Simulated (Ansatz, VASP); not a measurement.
## Si4W in VASP and in Ansatz

INCAR

```
SYSTEM = Si4W
PREC = Accurate ; ENCUT = 600
EDIFF = 1E-6 ; ISMEAR = 0
SIGMA = 0.1 ; LREAL = .FALSE.
LASPH = .TRUE. ; NELM = 100
ALGO = Normal ; ISIF = 3
LWAVE = .FALSE. ; LCHARG = .FALSE.
GGA = PE ; IBRION = 2
NSW = 100 ; EDIFFG = -0.01
```

The input KPOINTS:

```
regular mesh
0
G
  8 8 8
  0 0 0
```

The input POSCAR:

```
Si4W
1.0
   -2.3465912675      2.9702590876      3.0011458789
    2.3465912675     -2.9702590876      3.0011458789
    2.3465912675      2.9702590876     -3.0011458789
Si W
4 1
Direct
    0.0026846418      0.3058391605      0.6968454813
    0.9973153582      0.6941608395      0.3031545187
    0.3910063208      0.6941608395      0.6968454813
    0.6089936792      0.3058391605      0.3031545187
    0.0000000000      0.0000000000      0.0000000000
```

Input for Ansatz:

```yaml
crystal:
  lattice:
    - [-2.3465912675, 2.9702590876, 3.0011458789]
    - [2.3465912675, -2.9702590876, 3.0011458789]
    - [2.3465912675, 2.9702590876, -3.0011458789]
  atoms:
    - { symbol: Si, position: [0.0026846418, 0.3058391605, 0.6968454813] }
    - { symbol: Si, position: [0.9973153582, 0.6941608395, 0.3031545187] }
    - { symbol: Si, position: [0.3910063208, 0.6941608395, 0.6968454813] }
    - { symbol: Si, position: [0.6089936792, 0.3058391605, 0.3031545187] }
    - { symbol: W, position: [0.0, 0.0, 0.0] }
basis:
  ecutwfc: 420
kpoints:
  mp_grid: { grid: [8, 8, 8] }
hamiltonian:
  xc: pbe
scf:
  occupations: { method: gaussian, width: 0.1 }
output:
  forces: true
  stress: true
  eigenvalues: true
relax:
  adjacent_minimum: "off"
  f_tol: 0.01
  max_steps: 80
  cell: { stress_tol: 0.05 }
```

Change from the starting cell: species swapped into the FeB4 type (Pnnm, No. 58).

Alike in both runs: task relaxation of cell and atoms; functional PBE; k mesh 8 × 8 × 8; occupations gaussian, width 0.1 eV; no spin polarisation.

```csv
,VASP,Ansatz
version,VASP 6.6.1,Ansatz 0.2.0
potentials or method,"VASP PAW PBE potentials, release 64 (Si, W_sv), cutoff 600 eV","scalar-relativistic, plane waves, PAW"
valence electrons in the cell,30,30
```

|  | VASP | Ansatz | Ansatz less VASP |
| --- | --- | --- | --- |
| gap on the k mesh at the Fermi level, each at its own relaxed structure (eV) | none | none | - |
| relaxed volume (Å³/atom) | 16.74 | 16.75 | +0.003 |
| relaxed cell length with the largest relative difference (Å) | 4.833 | 4.833 | +0.0004 |

A gap of «none» marks a metal or a gap that the smearing closes.

Neither program's run includes spin-orbit coupling.
